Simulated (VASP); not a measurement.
# NbTe in VASP: a series of runs

Runs on NbTe. Level: PBE. Tasks: single point.

Program: VASP 6.6.1. These are calculated values, not measurements. Logs are shortened: lines on timing, memory, paths and dates and some standing lists are left out, and cuts for length are marked.

## (1) The cell of the first run

The cell holds a disordered packing, 8 atoms: a = 6.016 Å, b = 4.762 Å, c = 7.228 Å, α = 91.78°, β = 85.82°, γ = 76.30°.

## (2) Single point, PBE

File INCAR:

```
  ALGO = Normal
  EDIFF = 1E-7
  ENCUT = 520
  GGA = PE
  ISIF = 2
  ISMEAR = 0
  LASPH = True
  LCHARG = False
  LREAL = False
  LWAVE = False
  NBANDS = 48
  NELM = 80
  PREC = Accurate
  SIGMA = 0.1
```

File KPOINTS:

```
k-points
0
Gamma
  3 3 2
```

File POSCAR:

```
NbTe
1.0
    5.9269710000      1.0289780000     -0.0019950000
    0.3200110000      4.7513530000     -0.0496900000
    0.5702270000     -0.1881730000      7.2030420000
Te Nb
4 4
Direct
    0.6287238074      0.3755907810      0.6151007324
    0.6072341632      0.6678968479      0.9585715628
    0.4009716419      0.9311843528      0.5073180871
    0.9522346439      0.9441594092      0.0466121104
    0.9287523984      0.8009193843      0.6468011078
    0.8840734003      0.4737191939      0.2760448756
    0.3901535873      0.4223906599      0.2704244885
    0.2949753884      0.2238098643      0.8803858964
```

Potentials or basis: VASP PAW PBE potentials, release 64 (Te, Nb_sv).

Started as:

```console
$ cat potpaw_PBE.64/Te/POTCAR potpaw_PBE.64/Nb_sv/POTCAR > POTCAR
$ mpirun -np 1 vasp_std > vasp.out
```

OUTCAR:

```text
EDIFF = 1E-7
   ENCUT = 520
   GGA = PE
   ISIF = 2
   ISMEAR = 0
   LASPH = True
   LREAL = False
   NELM = 80
   PREC = Accurate

 ion  position               nearest neighbor table
   1  0.629  0.376  0.615-   2 2.79   3 2.84   3 2.90   8 2.91   6 2.91   5 2.93   7 2.95   5 3.03

   2  0.607  0.668  0.959-   1 2.79   4 2.81   7 2.93   8 2.96   6 2.98   5 3.04   8 3.21   4 3.68

   3  0.401  0.931  0.507-   1 2.84   1 2.90   7 2.93   7 2.94   8 2.95   5 3.15   5 3.32
   4  0.952  0.944  0.047-   2 2.81   6 2.90   6 2.92   8 2.92   5 2.97   2 3.68
   5  0.929  0.801  0.647-   1 2.93   4 2.97   1 3.03   2 3.04   3 3.15   3 3.32
   6  0.884  0.474  0.276-   4 2.90   1 2.91   4 2.92   2 2.98   7 2.99   7 3.04
   7  0.390  0.422  0.270-   3 2.93   2 2.93   3 2.94   1 2.95   6 2.99   6 3.04
   8  0.295  0.224  0.880-   1 2.91   4 2.92   3 2.95   2 2.96   2 3.21

  LATTYP: Found a triclinic cell.
 ALAT       =     4.7623766616
 B/A-ratio  =     3.0008005983
 C/A-ratio  =     1.7914262472
 COS(alpha) =     0.0164376673
 COS(beta)  =     0.5318910932
 COS(gamma) =     0.7819087539

  Lattice vectors:

 A1 = (  -0.3200110000,  -4.7513530000,   0.0496900000)
 A2 = (  -5.9967660000, -10.7198570000,   7.3044170000)
 A3 = (  -0.8902380000,  -4.5631800000,  -7.1533520000)

Analysis of symmetry for initial positions (statically):
=====================================================================
 Subroutine PRICEL returns:
 Original cell was already a primitive cell.

 Routine SETGRP: Setting up the symmetry group for a
 triclinic supercell.

 Subroutine GETGRP returns: Found  1 space group operations
 (whereof  1 operations were pure point group operations)
 out of a pool of  2 trial point group operations.

The static configuration has the point symmetry C_1 .

Analysis of symmetry for dynamics (positions and initial velocities):
=====================================================================
 Subroutine PRICEL returns:
 Original cell was already a primitive cell.

 Routine SETGRP: Setting up the symmetry group for a
 triclinic supercell.

 Subroutine GETGRP returns: Found  1 space group operations
 (whereof  1 operations were pure point group operations)
 out of a pool of  2 trial point group operations.

The dynamic configuration has the point symmetry C_1 .

 Subroutine INISYM returns: Found  1 space group operations
 (whereof  1 operations are pure point group operations),
 and found     1 'primitive' translations

----------------------------------------------------------------------------------------

                                     Primitive cell

  volume of cell :     200.3949

  direct lattice vectors                    reciprocal lattice vectors
     5.926971000  1.028978000 -0.001995000     0.170737092 -0.011643944 -0.013820546
     0.320011000  4.751353000 -0.049690000    -0.036983954  0.213046118  0.008493464
     0.570227000 -0.188173000  7.203042000    -0.000207844  0.001466468  0.138884997

  length of vectors
     6.015628391  4.762376662  7.228027529     0.171690837  0.216399169  0.138892895

  position of ions in fractional coordinates (direct lattice)
     0.628723807  0.375590781  0.615100732
     0.607234163  0.667896848  0.958571563
     0.400971642  0.931184353  0.507318087
     0.952234644  0.944159409  0.046612110
     0.928752398  0.800919384  0.646801108
     0.884073400  0.473719194  0.276044876
     0.390153587  0.422390660  0.270424488
     0.294975388  0.223809864  0.880385896

  ion indices of the primitive-cell ions
   primitive index   ion index
                 1           1
                 2           2
                 3           3
                 4           4
                 5           5
                 6           6
                 7           7
                 8           8

----------------------------------------------------------------------------------------

 KPOINTS: k-points

Automatic generation of k-mesh.
 Grid dimensions read from file:
 generate k-points for:    3    3    2

 Generating k-lattice:

  Cartesian coordinates                     Fractional coordinates (reciprocal lattice)
     0.056912364 -0.003881315 -0.004606849     0.333333333  0.000000000  0.000000000
    -0.012327985  0.071015373  0.002831155     0.000000000  0.333333333  0.000000000
    -0.000103922  0.000733234  0.069442499     0.000000000 -0.000000000  0.500000000

  Length of vectors
     0.057230279  0.072133056  0.069446447

  Shift w.r.t. Gamma in fractional coordinates (k-lattice)
     0.000000000  0.000000000  0.000000000

 Subroutine IBZKPT returns following result:
 ===========================================

 Found     10 irreducible k-points:

 Following reciprocal coordinates:
            Coordinates               Weight
  0.000000  0.000000  0.000000      1.000000
  0.333333 -0.000000  0.000000      2.000000
  0.000000  0.333333 -0.000000      2.000000
  0.333333  0.333333 -0.000000      2.000000
 -0.333333  0.333333 -0.000000      2.000000
  0.000000  0.000000  0.500000      1.000000
  0.333333 -0.000000  0.500000      2.000000
  0.000000  0.333333  0.500000      2.000000
  0.333333  0.333333  0.500000      2.000000
 -0.333333  0.333333  0.500000      2.000000
   k-points           NKPTS =     10   k-points in BZ     NKDIM =     10   number of bands    NBANDS=     48
   number of dos      NEDOS =    301   number of ions     NIONS =      8
   total plane-waves  NPLWV =  93312
   dimension x,y,z NGX =    48 NGY =   36 NGZ =   54
   dimension x,y,z NGXF=    96 NGYF=   72 NGZF=  108
   ions per type =               4   4
   NGX,Y,Z   is equivalent  to a cutoff of  13.27, 12.57, 12.42 a.u.
   NGXF,Y,Z  is equivalent  to a cutoff of  26.53, 25.13, 24.84 a.u.
 SYSTEM =  unknown system
   PREC   = accura    normal or accurate (medium, high low for compatibility)
   ISTART =      0    job   : 0-new  1-cont  2-samecut
   ICHARG =      2    charge: 1-file 2-atom 10-const
   ISPIN  =      1    spin polarized calculation?
   LNONCOLLINEAR =      F non collinear calculations
   LSORBIT =      F    spin-orbit coupling
   LASPH  =      T    aspherical Exc in radial PAW
   ENCUT  =  520.0 eV  38.22 Ry    6.18 a.u.  11.19  8.85 13.44*2*pi/ulx,y,z
   NELM   =     80;   NELMIN=  2; NELMDL= -5     # of ELM steps
[... 24 lines left out ...]
   LORBIT       =      0    0 simple, 1 ext, 2 COOP (PROOUT), +10 PAW based schemes
   GGA     = PE    functional components
   LHFCALC =     F    Hartree Fock is set to
   AEXX    =    0.0000 exact exchange contribution
   IVDW    =     0    specifies the selected vdW correction
   LEPSILON=     F    determine dielectric tensor
   LRPA    =     F    only Hartree local field effects (RPA)
 non-spin polarized calculation
 Gauss-broadening in eV      SIGMA  =   0.10
  energy-cutoff  :      520.00
  volume of cell :      200.39
 maximum number of plane-waves:      5413
 NGX is ok and might be reduce to    48
   NGX = 23   NGY = 17   NGZ = 27

 number of electron      76.0000001 magnetization

 Free energy of the ion-electron system (eV)
  ---------------------------------------------------
  ext. energy  EPLUGINS =         0.00000000
  ---------------------------------------------------
  free energy    TOTEN  =       -48.02656975 eV

  energy without entropy =      -47.98366933  energy(sigma->0) =      -48.00511954

 E-fermi :   9.0077     XC(G=0): -10.6118

 val. band max:        9.0015772839   @ k =   0.3333  -0.0000   0.5000
 cond. band min:       9.0117246494   @ k =   0.0000   0.3333  -0.0000
 fundamental gap:      0.0101473655
 Fermi energy:         9.0076934772

 k-point     1 :       0.0000    0.0000    0.0000
  band No.  band energies     occupation
      1     -46.5349      2.00000
      2     -46.3905      2.00000
      3     -46.3555      2.00000
      4     -46.2552      2.00000
      5     -22.6950      2.00000
      6     -22.6074      2.00000
[... 40 lines left out ...]
     47      10.8672      0.00000
     48      10.8890      0.00000

 k-point     2 :       0.3333   -0.0000    0.0000
  band No.  band energies     occupation
      1     -46.5349      2.00000
      2     -46.3901      2.00000
      3     -46.3504      2.00000
      4     -46.2609      2.00000
      5     -22.6951      2.00000
      6     -22.6055      2.00000
[... 40 lines left out ...]
     47      10.7208      0.00000
     48      10.8704      0.00000

 k-point     3 :       0.0000    0.3333   -0.0000
  band No.  band energies     occupation
      1     -46.5348      2.00000
      2     -46.3904      2.00000
      3     -46.3554      2.00000
      4     -46.2551      2.00000
      5     -22.6956      2.00000
      6     -22.6100      2.00000
[... 40 lines left out ...]
     47      10.6924      0.00000
     48      10.8915      0.00000

 k-point     4 :       0.3333    0.3333   -0.0000
  band No.  band energies     occupation
      1     -46.5348      2.00000
      2     -46.3900      2.00000
      3     -46.3503      2.00000
      4     -46.2608      2.00000
      5     -22.6959      2.00000
      6     -22.6102      2.00000
[... 40 lines left out ...]
     47      10.5835      0.00000
     48      10.7367      0.00000

 k-point     5 :      -0.3333    0.3333   -0.0000
  band No.  band energies     occupation
      1     -46.5348      2.00000
      2     -46.3900      2.00000
      3     -46.3503      2.00000
      4     -46.2608      2.00000
      5     -22.6959      2.00000
      6     -22.6092      2.00000
[... 40 lines left out ...]
     47      10.5671      0.00000
     48      10.7496      0.00000

 k-point     6 :       0.0000    0.0000    0.5000
  band No.  band energies     occupation
      1     -46.5349      2.00000
      2     -46.3905      2.00000
      3     -46.3556      2.00000
      4     -46.2552      2.00000
      5     -22.6948      2.00000
      6     -22.6070      2.00000
[... 40 lines left out ...]
     47      10.7118      0.00000
     48      10.8654      0.00000

 k-point     7 :       0.3333   -0.0000    0.5000
  band No.  band energies     occupation
      1     -46.5349      2.00000
      2     -46.3900      2.00000
      3     -46.3505      2.00000
      4     -46.2609      2.00000
      5     -22.6950      2.00000
      6     -22.6055      2.00000
[... 40 lines left out ...]
     47      10.7181      0.00000
     48      10.8843      0.00000

 k-point     8 :       0.0000    0.3333    0.5000
  band No.  band energies     occupation
      1     -46.5348      2.00000
      2     -46.3904      2.00000
      3     -46.3555      2.00000
      4     -46.2551      2.00000
      5     -22.6960      2.00000
      6     -22.6103      2.00000
[... 40 lines left out ...]
     47      10.7041      0.00000
     48      10.9545      0.00000

 k-point     9 :       0.3333    0.3333    0.5000
  band No.  band energies     occupation
      1     -46.5348      2.00000
      2     -46.3899      2.00000
      3     -46.3504      2.00000
      4     -46.2608      2.00000
      5     -22.6960      2.00000
      6     -22.6106      2.00000
[... 40 lines left out ...]
     47      10.4759      0.00000
     48      10.7142      0.00000

 k-point    10 :      -0.3333    0.3333    0.5000
  band No.  band energies     occupation
      1     -46.5348      2.00000
      2     -46.3899      2.00000
      3     -46.3504      2.00000
      4     -46.2608      2.00000
      5     -22.6964      2.00000
      6     -22.6096      2.00000
[... 40 lines left out ...]
     47      10.4793      0.00000
     48      10.7212      0.00000

------------------------ aborting loop because EDIFF is reached ----------------------------------------

  FORCE on cell =-STRESS in cart. coord.  units (eV):
  Direction    XX          YY          ZZ          XY          YZ          ZX
  --------------------------------------------------------------------------------------
  -------------------------------------------------------------------------------------
  Total       -9.8971882      3.6614981     -7.4407001      2.2933465      3.3167231      5.4840589
  in kB      -79.1290069     29.2740425    -59.4891392     18.3355338     26.5175323     43.8455979
  external PRESSURE =     -36.4480345 kB  Pullay stress =       0.0000000 kB

 VOLUME and BASIS-vectors are now :
 -----------------------------------------------------------------------------
  energy-cutoff  :      520.00
  volume of cell :      200.39
      direct lattice vectors                 reciprocal lattice vectors
     5.926971000  1.028978000 -0.001995000     0.170737092 -0.011643944 -0.013820546
     0.320011000  4.751353000 -0.049690000    -0.036983954  0.213046118  0.008493464
     0.570227000 -0.188173000  7.203042000    -0.000207844  0.001466468  0.138884997

 POSITION                                       TOTAL-FORCE (eV/Angst)
 -----------------------------------------------------------------------------------
      4.19737      2.31576      4.41068         2.344593     -1.803443     -1.349787
      4.35940      3.61787      6.87023        -2.027466      0.032025      1.669430
      2.96382      4.74151      3.60716        -2.444960      0.580311     -1.730419
      5.97259      5.45709      0.28693         2.323843      1.249011      0.839047
      6.12981      4.63941      4.61728        -0.462643     -0.495307     -0.111037
      5.54888      3.10856      1.96306         0.813950      0.117420     -0.537517
      2.60180      2.35750      1.92611        -1.031525      0.029839      0.415093
      2.32195      1.20126      6.32975         0.484207      0.290143      0.805190
 -----------------------------------------------------------------------------------
    total drift:                                0.000482      0.000092      0.000490

  FREE ENERGIE OF THE ION-ELECTRON SYSTEM (eV)
  ---------------------------------------------------
  free  energy   TOTEN  =       -48.0265697535 eV

  energy  without entropy=      -47.9836693349  energy(sigma->0) =      -48.00511954
```

Wall time 5.4 min (1 thread of Intel Xeon 8259CL, shared host); peak memory 0.32 GiB.

What came out:

```yaml
Free_energy: -48.0266 eV
Pressure: -3.6 GPa
Largest_force: 3.251 eV/Å
Band_gap_on_the_k_mesh: zero (bands 38 and 39 overlap by 0.16 eV)
```

Forces in eV/Å, atoms in the order of the input:
```
Te   2.345 -1.803 -1.350
Te  -2.027  0.032  1.669
Te  -2.445  0.580 -1.730
Te   2.324  1.249  0.839
Nb  -0.463 -0.495 -0.111
Nb   0.814  0.117 -0.538
Nb  -1.032  0.030  0.415
Nb   0.484  0.290  0.805
```

Caveat: the k points lie up to 0.45 Å⁻¹ apart; spin-orbit coupling is left out, which moves the levels of the heavy elements.

## (3) Single point, PBE

File INCAR:

```
  ALGO = Normal
  EDIFF = 1E-7
  ENCUT = 520
  GGA = PE
  ISIF = 2
  ISMEAR = 0
  LASPH = T
  LCHARG = F
  LREAL = F
  LWAVE = F
  NBANDS = 48
  NELM = 60
  PREC = Accurate
  SIGMA = 0.1
```

KPOINTS is that of step 2.

File POSCAR:

```
NbTe
1.0
    5.9269710000      1.0289780000     -0.0019950000
    0.3200110000      4.7513530000     -0.0496900000
    0.5702270000     -0.1881730000      7.2030420000
Te Nb
4 4
Direct
    0.6345100984      0.3691917079      0.6127290364
    0.6015180169      0.6669803637      0.9614979730
    0.3981303460      0.9323977359      0.5040316457
    0.9542683442      0.9501093793      0.0492641443
    0.9255338291      0.8023406054      0.6462584481
    0.8873680940      0.4721728969      0.2746055862
    0.3865821483      0.4226761926      0.2713424427
    0.2994836698      0.2238580376      0.8815593434
```

Potentials or basis: VASP PAW PBE potentials, release 64 (Te, Nb_sv).

Started as:

```console
$ cat potpaw_PBE.64/Te/POTCAR potpaw_PBE.64/Nb_sv/POTCAR > POTCAR
$ mpirun -np 1 vasp_std > vasp.out
```

Wall time 5.3 min (1 thread of Intel Xeon 8259CL, shared host); peak memory 0.32 GiB.

Results (log left out):

```
Free energy            : -48.4856 eV
Pressure               : -4.1 GPa
Largest force          : 2.869 eV/Å
Band gap on the k mesh : zero (bands 38 and 39 overlap by 0.19 eV)
```

Forces in eV/Å, atoms in the order of the input:
```
Te   2.236 -1.329 -1.210
Te  -1.762  0.132  1.434
Te  -2.327  0.364 -1.518
Te   1.972  0.899  0.627
Nb  -0.434 -0.590 -0.048
Nb   0.844  0.283 -0.499
Nb  -1.056  0.004  0.432
Nb   0.527  0.236  0.781
```

Stress tensor (GPa, compression positive):
```
-8.25  1.40  3.99
 1.40  2.45  2.44
 3.99  2.44 -6.35
```

Levels at points of the mesh, in eV from the Fermi level:
```
           k point  band 35  band 36  band 37  band 38  band 39  band 40  band 41  band 42
(0.00, 0.00, 0.00)    -0.80    -0.73    -0.29    -0.15     0.12     0.31     0.45     0.53
(0.00, 0.00, 0.50)    -0.75    -0.38    -0.30     0.04     0.13     0.32     0.55     0.75
```

Caveat: the k points lie up to 0.45 Å⁻¹ apart; spin-orbit coupling is left out, which moves the levels of the heavy elements.

## (4) Single point, PBE

File INCAR:

```
ALGO     = Normal         # electronic algorithm
EDIFF    = 1E-6           # SCF threshold, eV
ENCUT    = 520            # plane-wave cutoff, eV
GGA      = PE             # functional
ISIF     = 2              # what is computed and relaxed
ISMEAR   = 0              # smearing method
LASPH    = True           # aspherical terms in the spheres
LCHARG   = False          # write CHGCAR
LREAL    = False          # projectors in reciprocal space
LWAVE    = False          # write WAVECAR
NBANDS   = 48             # bands
NELM     = 60             # most SCF steps
PREC     = Accurate       # precision mode
SIGMA    = 0.1            # smearing width, eV
```

KPOINTS is that of step 3.

File POSCAR:

```
NbTe
1.0
    5.9269710000      1.0289780000     -0.0019950000
    0.3200110000      4.7513530000     -0.0496900000
    0.5702270000     -0.1881730000      7.2030420000
Te Nb
4 4
Direct
    0.6434056434      0.3599934677      0.6090846992
    0.5933806181      0.6668521595      0.9659122740
    0.3924219895      0.9347320391      0.4991761421
    0.9586889191      0.9569778440      0.0525705408
    0.9216452651      0.8025980284      0.6456359380
    0.8921978403      0.4709045736      0.2724610217
    0.3810733867      0.4234091847      0.2728799088
    0.3047786295      0.2243062040      0.8838593206
```

Started as:

```console
$ cat potpaw_PBE.64/Te/POTCAR potpaw_PBE.64/Nb_sv/POTCAR > POTCAR
$ mpirun -np 1 vasp_std > vasp.out
```

Wall time 4.3 min (1 thread of Intel Xeon 8259CL, shared host); peak memory 0.32 GiB.

The run converged. Its results:

```
Free energy            : -49.0878 eV
Pressure               : -4.4 GPa
Largest force          : 2.440 eV/Å
Band gap on the k mesh : zero (bands 38 and 39 overlap by 0.21 eV)
```

Forces on the atoms (eV/Å):
```
Te   1.994 -0.691 -0.990
Te  -1.413  0.212  1.071
Te  -2.137  0.086 -1.174
Te   1.538  0.449  0.344
Nb  -0.325 -0.754  0.014
Nb   0.842  0.522 -0.418
Nb  -1.038 -0.017  0.442
Nb   0.540  0.193  0.710
```

Stress tensor (GPa, compression positive):
```
-8.34  0.86  3.48
 0.86  1.94  2.15
 3.48  2.15 -6.77
```

Levels at points of the mesh, in eV from the Fermi level:
| k point | band 34 | band 35 | band 36 | band 37 | band 38 | band 39 | band 40 | band 41 | band 42 | band 43 |
| --- | --- | --- | --- | --- | --- | --- | --- | --- | --- | --- |
| (0.00, 0.00, 0.00) | -1.13 | -0.84 | -0.69 | -0.28 | -0.14 | 0.17 | 0.31 | 0.43 | 0.58 | 0.88 |
| (0.00, 0.00, 0.50) | -0.87 | -0.75 | -0.36 | -0.29 | 0.05 | 0.15 | 0.35 | 0.58 | 0.80 | 0.92 |

Caveat: the k points lie up to 0.45 Å⁻¹ apart; spin-orbit coupling is left out, which moves the levels of the heavy elements.

## (5) Summary

```csv
cell,gap on the mesh (eV),pressure (GPa),largest force (eV/Å)
"as given, atomic positions A",none,-3.6,3.25
"as given, atomic positions B",none,-4.1,2.87
"as given, atomic positions C",none,-4.4,2.44
```

Alike in all rows: task single point; level PBE; potentials or basis VASP PAW PBE potentials, release 64 (Te, Nb_sv); no spin polarisation; k mesh 3 × 3 × 2; cutoff (eV) 520; smearing gaussian 0.1 eV.

Caveats: all runs use coarse meshes; spin-orbit coupling is left out, which moves the levels of the heavy elements.

Absolute energies hang on the potentials; compare differences alone.

The gap in the log of VASP goes by the Fermi energy; the results here count the filled bands.